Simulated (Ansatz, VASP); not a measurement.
WSe2 in VASP and in Ansatz

```
W Se
1.0
     3.27902    0.00000    0.00000
    -1.63951    2.83972    0.00000
     0.00000    0.00000   12.78790
W Se
2 4
Direct
  0.34654 0.86387 0.25000
  0.66667 0.33333 0.75000
  0.33333 0.66667 0.61829
  0.66667 0.33333 0.11829
  0.33333 0.66667 0.88171
  0.66667 0.33333 0.38171
```

Alike in both runs: task single point; functional PBE; dispersion D3(BJ); k mesh 9 × 9 × 2; occupations gaussian, width 0.05 eV; no spin polarisation.

|  | VASP | Ansatz |
| --- | --- | --- |
| version | VASP 6.6.1 | Ansatz 0.2.0 |
| potentials or method | VASP PAW PBE potentials, release 64 (W_sv, Se), cutoff 520 eV | scalar-relativistic, plane waves, PAW |
| valence electrons in the cell | 52 | 92 |

|  | VASP | Ansatz | Ansatz less VASP |
| --- | --- | --- | --- |
| gap on the k mesh at the Fermi level (eV) | none | none | - |
| pressure (GPa) | 10.8 | 10.5 | -0.36 |
| traceless stress, the component that is largest in VASP (GPa) | -10.47 | -10.36 | +0.114 |
| rms of the force components (eV/Å) | 2.775 | 2.757 | -0.0177 |

Atom by atom the forces differ by 0.027 eV/Å (rms over components). A gap of «none» marks a metal or a gap that the smearing closes. VASP's potentials hold 52 valence electrons a cell and Ansatz's 92, so a difference there can come from the potentials and not from the codes.

Neither program's run includes spin-orbit coupling.
